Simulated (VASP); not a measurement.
# KTlO2F2 (R-3m) in VASP: notebook, part 2 of 2

VASP 6.6.1.

## 4. Single point, PBEsol

Input file INCAR:

```
SYSTEM = KTlO2F2
PREC = Accurate
ENCUT = 520
EDIFF = 1E-6
ISMEAR = 1
SIGMA = 0.01
LREAL = .False.
LASPH = .True.
NELM = 60
ALGO = Normal
ISIF = 2
LWAVE = .False.
LCHARG = .True.
GGA = PS
LELF = .True.
LVHAR = .True.
NBANDS = 33
```

Input file KPOINTS:

```
regular mesh
0
Gamma
  5 5 5
  0 0 0
```

Input file POSCAR:

```
KTlO2F2
1.0
    1.3227180000     -4.0408750000      0.0000000000
    0.0000000000      2.2369210000     -3.6158610000
    5.5110540000      4.0408750000      0.0000000000
F O K Tl
2 2 1 1
Direct
    0.3560000000      0.6440000000      0.0680000000
    0.6440000000      0.3560000000      0.9320000000
    0.1020000000      0.8980000000      0.3060000000
    0.8980000000      0.1020000000      0.6940000000
    0.5000000000      0.5000000000      0.5000000000
    0.0000000000      0.0000000000      0.0000000000
```

Potentials or basis: VASP PAW PBE potentials, release 64 (F, O, K_sv, Tl_d).

Started as:

```bash
$ cat potpaw_PBE.64/F/POTCAR potpaw_PBE.64/O/POTCAR potpaw_PBE.64/K_sv/POTCAR potpaw_PBE.64/Tl_d/POTCAR > POTCAR
$ mpirun -np 1 vasp_std > vasp.out
```

OUTCAR:

```text
SYSTEM = KTlO2F2
   PREC = Accurate
   ENCUT = 520
   EDIFF = 1E-6
   ISMEAR = 1
   LREAL = .False.
   LASPH = .True.
   NELM = 60
   ISIF = 2
   GGA = PS

 ion  position               nearest neighbor table
   1  0.356  0.644  0.068-   6 2.49   6 2.49   6 2.49   5 2.76
   2  0.644  0.356  0.932-   6 2.49   6 2.49   6 2.49   5 2.76
   3  0.102  0.898  0.306-   6 1.95   5 2.75   5 2.75   5 2.75
   4  0.898  0.102  0.694-   6 1.95   5 2.75   5 2.75   5 2.75
   5  0.500  0.500  0.500-   3 2.75   4 2.75   4 2.75   3 2.75   3 2.75   4 2.75   1 2.76   2 2.76

   6  0.000  0.000  0.000-   3 1.95   4 1.95   1 2.49   2 2.49   2 2.49   1 2.49   2 2.49   1 2.49

  LATTYP: Found a trigonal (rhomboedric) cell.
 ALAT       =     6.8337703354
 COS(alpha) =     0.8064441340

  Lattice vectors:

 A1 = (   5.5110540000,   1.8039540000,   3.6158610000)
 A2 = (   6.8337720000,   0.0000000000,   0.0000000000)
 A3 = (   5.5110540000,   4.0408750000,   0.0000000000)

Analysis of symmetry for initial positions (statically):
=====================================================================
 Subroutine PRICEL returns:
 Original cell was already a primitive cell.

 Routine SETGRP: Setting up the symmetry group for a
 trigonal (rhombohedral) supercell.

 Subroutine GETGRP returns: Found 12 space group operations
 (whereof 12 operations were pure point group operations)
 out of a pool of 12 trial point group operations.

The static configuration has the point symmetry D_3d.

Analysis of symmetry for dynamics (positions and initial velocities):
=====================================================================
 Subroutine PRICEL returns:
 Original cell was already a primitive cell.

 Routine SETGRP: Setting up the symmetry group for a
 trigonal (rhombohedral) supercell.

[... 124 lines left out ...]
   IMIX   =      4    mixing-type and parameters
     AMIX     =   0.40;   BMIX     =  1.00
     AMIX_MAG =   1.60;   BMIX_MAG =  1.00
  volume/ion in A,a.u.               =      16.64       112.30
  Fermi-wavevector in a.u.,A,eV,Ry     =   1.282447  2.423473 22.377092  1.644670
  Thomas-Fermi vector in A             =   2.414758
   LORBIT       =      0    0 simple, 1 ext, 2 COOP (PROOUT), +10 PAW based schemes
   GGA     = PS    functional components
   LHFCALC =     F    Hartree Fock is set to
   AEXX    =    0.0000 exact exchange contribution
   IVDW    =     0    specifies the selected vdW correction
   LEPSILON=     F    determine dielectric tensor
   LRPA    =     F    only Hartree local field effects (RPA)
 non-spin polarized calculation
 Methfessel and Paxton  Order N= 1 SIGMA  =   0.01
  energy-cutoff  :      520.00
  volume of cell :       99.85
 maximum number of plane-waves:      2702
   NGX = 15   NGY = 15   NGZ = 25

 number of electron      48.0000010 magnetization

 Free energy of the ion-electron system (eV)
  ---------------------------------------------------
  ext. energy  EPLUGINS =         0.00000000
  ---------------------------------------------------
  free energy    TOTEN  =       -23.22683126 eV

  energy without entropy =      -23.22657865  energy(sigma->0) =      -23.22674706

 E-fermi :  -0.9829     XC(G=0):  -9.2633

 val. band max:       -0.9839179507   @ k =  -0.4000   0.4000   0.0000
 cond. band min:      -0.9815115606   @ k =   0.4000   0.0000   0.0000
 fundamental gap:      0.0024063901
 Fermi energy:        -0.9828507740

 k-point     1 :       0.0000    0.0000    0.0000
  band No.  band energies     occupation
      1     -26.9207      2.00000
      2     -21.2929      2.00000
      3     -20.5557      2.00000
      4     -17.5336      2.00000
      5     -16.6435      2.00000
      6     -10.4746      2.00000
[... 673 lines left out ...]
     32      10.8451      0.00000
     33      11.2422      0.00000

------------------------ aborting loop because EDIFF is reached ----------------------------------------

  FORCE on cell =-STRESS in cart. coord.  units (eV):
  Direction    XX          YY          ZZ          XY          YZ          ZX
  --------------------------------------------------------------------------------------
  -------------------------------------------------------------------------------------
  Total        1.7855282     -0.2505357     -0.4013625      0.7464530      0.1511584      0.4617877
  in kB       28.6503331     -4.0200596     -6.4402064     11.9774790      2.4254667      7.4097803
  external PRESSURE =       6.0633557 kB  Pullay stress =       0.0000000 kB

 VOLUME and BASIS-vectors are now :
 -----------------------------------------------------------------------------
  energy-cutoff  :      520.00
  volume of cell :       99.85
      direct lattice vectors                 reciprocal lattice vectors
     1.322718000 -4.040875000  0.000000000     0.146332070 -0.199571612 -0.123463244
     0.000000000  2.236921000 -3.615861000     0.000000000  0.000000000 -0.276559304
     5.511054000  4.040875000  0.000000000     0.146332070  0.047899542  0.029632636

 POSITION                                       TOTAL-FORCE (eV/Angst)
 -----------------------------------------------------------------------------------
      0.84564      0.27681     -2.32861         0.127629      0.041777      0.025845
      5.98813      1.96012     -1.28725        -0.127629     -0.041777     -0.025845
      1.82130      2.83309     -3.24704         0.722229      0.236410      0.146253
      5.01247     -0.59617     -0.36882        -0.722229     -0.236410     -0.146253
      3.41689      1.11846     -1.80793        -0.000000      0.000000      0.000000
      0.00000      0.00000      0.00000         0.000000     -0.000000      0.000000
 -----------------------------------------------------------------------------------
    total drift:                               -0.000000     -0.000000     -0.000000

  FREE ENERGIE OF THE ION-ELECTRON SYSTEM (eV)
  ---------------------------------------------------
  free  energy   TOTEN  =       -23.2268312644 eV

  energy  without entropy=      -23.2265786501  energy(sigma->0) =      -23.22674706
```

stdout:

```text
POSCAR found type information on POSCAR F O K Tl
 POSCAR found :  4 types and       6 ions
 scaLAPACK will be used
 -----------------------------------------------------------------------------
|                                                                             |
|                                                                             |
|     You enforced a specific xc type in the INCAR file but a different       |
|     I HOPE YOU KNOW WHAT YOU ARE DOING!                                     |
|                                                                             |
 -----------------------------------------------------------------------------

 LDA part: xc-table for (Slater+PW92), standard interpolation
 POSCAR, INCAR and KPOINTS ok, starting setup
 FFT: planning ... GRIDC
 FFT: planning ... GRID_SOFT
 FFT: planning ... GRID
 WAVECAR not read
 entering main loop
```

Wall time 88 s (1 thread of AMD EPYC 7R43 (Zen 3), shared host); peak memory 0.22 GiB.

Results:

- Free energy: -23.2268 eV
- Pressure: 0.6 GPa
- Largest force: 0.774 eV/Å
- Band gap on the k mesh: zero (band 24 reaches -0.91 eV, above the bottom of band 25 at -1.17 eV)

Forces in eV/Å, atoms in the order of the input:
```
F    0.128  0.042  0.026
F   -0.128 -0.042 -0.026
O    0.722  0.236  0.146
O   -0.722 -0.236 -0.146
K    0.000  0.000  0.000
Tl   0.000  0.000  0.000
```

Levels at points of the mesh, in eV from the Fermi level:
```
           k point  band 20  band 21  band 22  band 23  band 24  band 25  band 26  band 27  band 28  band 29
(0.00, 0.00, 0.00)    -1.00    -0.95    -0.27    -0.27    -0.18    -0.18     3.95     9.11     9.73    10.49
```

Caveat: the PAW data sets were made with another functional, which shifts forces and pressure a little; spin-orbit coupling is left out, which moves the levels of the heavy elements.

## 5. Single point, PBEsol, collinear spin, ferromagnetic start

Input file INCAR:

```
  PREC = Accurate
  ENCUT = 520
  EDIFF = 1E-7
  ISMEAR = 1
  SIGMA = 0.2327
  LREAL = False
  LASPH = True
  NELM = 150
  ALGO = Normal
  ISIF = 2
  LWAVE = False
  LCHARG = False
  ISPIN = 2
  MAGMOM = 3 3 2 1 3 3
  LORBIT = 11
  GGA = PS
  NBANDS = 37
```

Input file KPOINTS:

```
Automatic mesh
0
Gamma
  5 5 5
```

POSCAR is that of step 4.

Potentials or basis: VASP PAW PBE potentials, release 64 (F, O, K_sv, Tl_d).

Started as:

```bash
$ cat potpaw_PBE.64/F/POTCAR potpaw_PBE.64/O/POTCAR potpaw_PBE.64/K_sv/POTCAR potpaw_PBE.64/Tl_d/POTCAR > POTCAR
$ mpirun -np 1 vasp_std > vasp.out
```

OUTCAR:

```text
PREC = Accurate
   ENCUT = 520
   EDIFF = 1E-7
   ISMEAR = 1
   LREAL = False
   LASPH = True
   NELM = 150
   ISIF = 2
   ISPIN = 2
   LORBIT = 11
   GGA = PS

 ion  position               nearest neighbor table
   1  0.356  0.644  0.068-   6 2.49   6 2.49   6 2.49   5 2.76
   2  0.644  0.356  0.932-   6 2.49   6 2.49   6 2.49   5 2.76
   3  0.102  0.898  0.306-   6 1.95   5 2.75   5 2.75   5 2.75
   4  0.898  0.102  0.694-   6 1.95   5 2.75   5 2.75   5 2.75
   5  0.500  0.500  0.500-   3 2.75   4 2.75   4 2.75   3 2.75   3 2.75   4 2.75   1 2.76   2 2.76

   6  0.000  0.000  0.000-   3 1.95   4 1.95   1 2.49   2 2.49   2 2.49   1 2.49   2 2.49   1 2.49

  LATTYP: Found a trigonal (rhomboedric) cell.
 ALAT       =     6.8337703354
 COS(alpha) =     0.8064441340

  Lattice vectors:

 A1 = (   5.5110540000,   1.8039540000,   3.6158610000)
 A2 = (   6.8337720000,   0.0000000000,   0.0000000000)
 A3 = (   5.5110540000,   4.0408750000,   0.0000000000)

Analysis of symmetry for initial positions (statically):
=====================================================================
 Subroutine PRICEL returns:
 Original cell was already a primitive cell.

 Routine SETGRP: Setting up the symmetry group for a
 trigonal (rhombohedral) supercell.

 Subroutine GETGRP returns: Found 12 space group operations
 (whereof 12 operations were pure point group operations)
 out of a pool of 12 trial point group operations.

The static configuration has the point symmetry D_3d.

Analysis of symmetry for dynamics (positions and initial velocities):
=====================================================================
 Subroutine PRICEL returns:
 Original cell was already a primitive cell.

 Routine SETGRP: Setting up the symmetry group for a
 trigonal (rhombohedral) supercell.

 Subroutine GETGRP returns: Found 12 space group operations
 (whereof 12 operations were pure point group operations)
 out of a pool of 12 trial point group operations.

[... 172 lines left out ...]

 spin component 1

 k-point     1 :       0.0000    0.0000    0.0000
  band No.  band energies     occupation
      1     -27.0700      1.00000
      2     -21.0767      1.00000
      3     -20.3397      1.00000
      4     -18.1705      1.00000
      5     -17.3990      1.00000
      6     -10.6329      1.00000
[... 730 lines left out ...]
     35      11.8158      0.00000
     36      12.7327      0.00000
 Fermi energy:        -0.5733874974

 spin component 2

 k-point     1 :       0.0000    0.0000    0.0000
  band No.  band energies     occupation
      1     -27.0573      1.00000
      2     -20.8398      1.00000
      3     -20.0880      1.00000
      4     -17.0722      1.00000
      5     -16.1279      1.00000
      6     -10.6165      1.00000
[... 730 lines left out ...]
     35      11.9079      0.00000
     36      12.8307      0.00000
 [bands above 36 left out]

------------------------ aborting loop because EDIFF is reached ----------------------------------------

  FORCE on cell =-STRESS in cart. coord.  units (eV):
  Direction    XX          YY          ZZ          XY          YZ          ZX
  --------------------------------------------------------------------------------------
  -------------------------------------------------------------------------------------
  Total        2.8834291      0.1810505     -0.0191343      0.9907338      0.2006261      0.6129103
  in kB       46.2670956      2.9051106     -0.3070269     15.8971748      3.2192173      9.8346717
  external PRESSURE =      16.2883931 kB  Pullay stress =       0.0000000 kB

 VOLUME and BASIS-vectors are now :
 -----------------------------------------------------------------------------
  energy-cutoff  :      520.00
  volume of cell :       99.85
      direct lattice vectors                 reciprocal lattice vectors
     1.322718000 -4.040875000  0.000000000     0.146332070 -0.199571612 -0.123463244
     0.000000000  2.236921000 -3.615861000     0.000000000  0.000000000 -0.276559304
     5.511054000  4.040875000  0.000000000     0.146332070  0.047899542  0.029632636

 POSITION                                       TOTAL-FORCE (eV/Angst)
 -----------------------------------------------------------------------------------
      0.84564      0.27681     -2.32861         0.212356      0.069511      0.043003
      5.98813      1.96012     -1.28725        -0.212412     -0.069530     -0.043014
      1.82130      2.83309     -3.24704         0.922194      0.301865      0.186747
      5.01247     -0.59617     -0.36882        -0.921995     -0.301800     -0.186706
      3.41689      1.11846     -1.80793         0.000083      0.000027      0.000017
      0.00000      0.00000      0.00000        -0.000226     -0.000074     -0.000046
 -----------------------------------------------------------------------------------
    total drift:                                0.000162      0.000053      0.000033

  FREE ENERGIE OF THE ION-ELECTRON SYSTEM (eV)
  ---------------------------------------------------
  free  energy   TOTEN  =       -23.6983293142 eV

  energy  without entropy=      -23.6939893932  energy(sigma->0) =      -23.69688267

 total charge

# of ion       s       p       d       tot
------------------------------------------
    1        1.742   4.276   0.000   6.018
    2        1.742   4.276   0.000   6.018
    3        1.592   3.218   0.000   4.810
    4        1.592   3.218   0.000   4.810
    5        1.956   5.574   0.030   7.560
    6        0.848   0.557   9.789  11.194
--------------------------------------------------
tot          9.472  21.120   9.819  40.411

 magnetization (x)

# of ion       s       p       d       tot
------------------------------------------
    1        0.000   0.131   0.000   0.131
    2        0.000   0.131   0.000   0.131
    3        0.008   0.673   0.000   0.680
    4        0.008   0.673   0.000   0.680
    5       -0.001   0.008   0.000   0.008
    6       -0.017  -0.023   0.070   0.031
--------------------------------------------------
tot         -0.002   1.593   0.070   1.661
```

stdout:

```text
POSCAR found type information on POSCAR F O K Tl
 POSCAR found :  4 types and       6 ions
 scaLAPACK will be used
 -----------------------------------------------------------------------------
|                                                                             |
|                                                                             |
|     You enforced a specific xc type in the INCAR file but a different       |
|     I HOPE YOU KNOW WHAT YOU ARE DOING!                                     |
|                                                                             |
 -----------------------------------------------------------------------------

 LDA part: xc-table for (Slater+PW92), standard interpolation
 POSCAR, INCAR and KPOINTS ok, starting setup
 FFT: planning ... GRIDC
 FFT: planning ... GRID_SOFT
 FFT: planning ... GRID
 WAVECAR not read
 entering main loop
```

Run time: 3.7 min. Hardware: 1 thread of AMD EPYC 7R43 (Zen 3), shared host; peak memory 0.29 GiB.

What came out:

* Free energy: -23.6983 eV
* Pressure: 1.6 GPa
* Largest force: 0.988 eV/Å
* Band gap on the k mesh: zero (filled and empty bands overlap)
* Net moment: 2.02 μB per cell
* Site moments: F +0.13; O +0.68; K +0.01; Tl +0.03 μB
* Valence electrons inside the program's atomic spheres: F 6.02; O 4.81; K 7.56; Tl 11.19

Forces in eV/Å, atoms in the order of the input:
```
F    0.212  0.070  0.043
F   -0.212 -0.070 -0.043
O    0.922  0.302  0.187
O   -0.922 -0.302 -0.187
K    0.000  0.000  0.000
Tl   0.000  0.000  0.000
```

Stress tensor (GPa, compression positive):
```
 4.63  1.59  0.98
 1.59  0.29  0.32
 0.98  0.32 -0.03
```

Levels at points of the mesh, in eV from the Fermi level:
Spin up:
```csv
k point,band 23,band 24,band 25,band 26,band 27,band 28
"(0.00, 0.00, 0.00)",-1.26,-1.07,-1.07,3.39,8.51,9.27
```
Spin down:
| k point | band 20 | band 21 | band 22 | band 23 | band 24 | band 25 | band 26 | band 27 |
| --- | --- | --- | --- | --- | --- | --- | --- | --- |
| (0.00, 0.00, 0.00) | -1.03 | -1.02 | -0.11 | -0.11 | 0.00 | 0.00 | 3.76 | 8.78 |

Caveat: the PAW data sets were made with another functional, which shifts forces and pressure a little; spin-orbit coupling is left out, which moves the levels of the heavy elements.

## 6. Overview

| spin | smearing | gap on the mesh (eV) | pressure (GPa) | largest force (eV/Å) |
| --- | --- | --- | --- | --- |
| off | methfessel-paxton 0.2327 eV | none | 0.6 | 0.70 |
| off | methfessel-paxton 0.01 eV | none | 0.6 | 0.77 |
| collinear, ferromagnetic start | methfessel-paxton 0.2327 eV | none | 1.6 | 0.99 |

Alike in all rows: task single point; level PBEsol; potentials or basis VASP PAW PBE potentials, release 64 (F, O, K_sv, Tl_d); cell as given; k mesh 5 × 5 × 5; cutoff (eV) 520.

Every run on the cell as given and a fine mesh finds a metal.

Caveats: the PAW data sets were made with another functional, which shifts forces and pressure a little; spin-orbit coupling is left out, which moves the levels of the heavy elements.

Total energies depend on the potentials used, so only differences within one code and one set of settings carry meaning.
